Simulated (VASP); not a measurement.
A run of VASP 6.6.1:

The input POSCAR:

```
CdS
1.0
    2.9739466268      2.9739466268      0.0000000000
   -2.9739466268      2.9739466268      0.0000000000
    0.0000000000      2.9739466268      2.9739466268
Cd S
1 1
Direct
    0.0000000000      0.0000000000      0.0000000000
    0.7500000000      0.2500000000      0.5000000000
```

The input INCAR.step1:

```
PREC     = Accurate       # precision mode
ENCUT    = 520            # plane-wave cutoff, eV
ISMEAR   = 0              # smearing method
SIGMA    = 0.01           # smearing width, eV
LREAL    = False          # projectors in reciprocal space
LASPH    = True           # aspherical terms in the spheres
NELM     = 60             # most SCF steps
NBANDS   = 16             # bands
GGA      = PE             # functional
ALGO     = Normal         # electronic algorithm
EDIFF    = 1E-4           # SCF threshold, eV
LWAVE    = True           # write WAVECAR
LCHARG   = False          # write CHGCAR
```

INCAR.step2

```
PREC     = Accurate       # precision mode
ENCUT    = 520            # plane-wave cutoff, eV
EDIFF    = 1E-7           # SCF threshold, eV
ISMEAR   = 0              # smearing method
SIGMA    = 0.01           # smearing width, eV
LREAL    = False          # projectors in reciprocal space
LASPH    = True           # aspherical terms in the spheres
NELM     = 60             # most SCF steps
ALGO     = Normal         # electronic algorithm
ISIF     = 2              # what is computed and relaxed
LWAVE    = False          # write WAVECAR
LCHARG   = False          # write CHGCAR
METAGGA  = R2SCAN         # meta-GGA
LMIXTAU  = True         
NBANDS   = 16             # bands
ISTART   = 1
```

KPOINTS

```
regular mesh
0
Gamma
  8 8 8
```

Potentials or basis: VASP PAW PBE potentials, release 64 (Cd, S).

Command:

```bash
$ cat potpaw_PBE.64/Cd/POTCAR potpaw_PBE.64/S/POTCAR > POTCAR
$ cp INCAR.step1 INCAR
$ mpirun -np 1 vasp_std > vasp.out
$ cp INCAR.step2 INCAR
$ mpirun -np 1 vasp_std > vasp.out
```

Hardware: 1 thread of Intel(R) Xeon(R) 6975P-C (Granite Rapids), on a shared host.

How long does it take, and how much memory?

Run time: 37 s on 1 thread of Intel(R) Xeon(R) 6975P-C (Granite Rapids), with other jobs on the host, peak memory 0.19 GiB. Counts: k points 29.
